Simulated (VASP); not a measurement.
BN, 2 atoms in the cell. The typed cell holds 2 atoms: a = 2.508 Å, b = 2.508 Å, c = 3.274 Å, α = 101.11°, β = 101.11°, γ = 119.81°. 

```yaml
Program: VASP 6.6.1
Task: single point
Functional: B3LYP
Potentials_or_basis: VASP PAW PBE potentials, release 64 (N, B)
Cutoff: 520 eV
k_mesh: 7 × 7 × 5
Occupations: fermi-dirac, width 0.05 eV
Spin: no spin polarisation
Dipole_correction: no
Grid_for_exact_exchange_PRECFOCK: Normal
Further_INCAR_settings: ALGO = Normal; EDIFF = 1e-06; NBANDS = 11
```

Potentials or basis: VASP PAW PBE potentials, release 64 (N, B).

Command:

```console
$ cat potpaw_PBE.64/N/POTCAR potpaw_PBE.64/B/POTCAR > POTCAR
$ cp INCAR.step1 INCAR
$ mpirun -np 1 vasp_std > vasp.out
$ cp INCAR.step2 INCAR
$ mpirun -np 1 vasp_std > vasp.out
```

Hardware: 1 thread of Intel(R) Xeon(R) Platinum 8488C (Sapphire Rapids), with other jobs on the host.

Q: Estimate the wall time of this run.

A: Wall time 29 min on 1 thread of Intel(R) Xeon(R) Platinum 8488C (Sapphire Rapids), on a shared host, peak memory 0.15 GiB. Counts: k points 123.
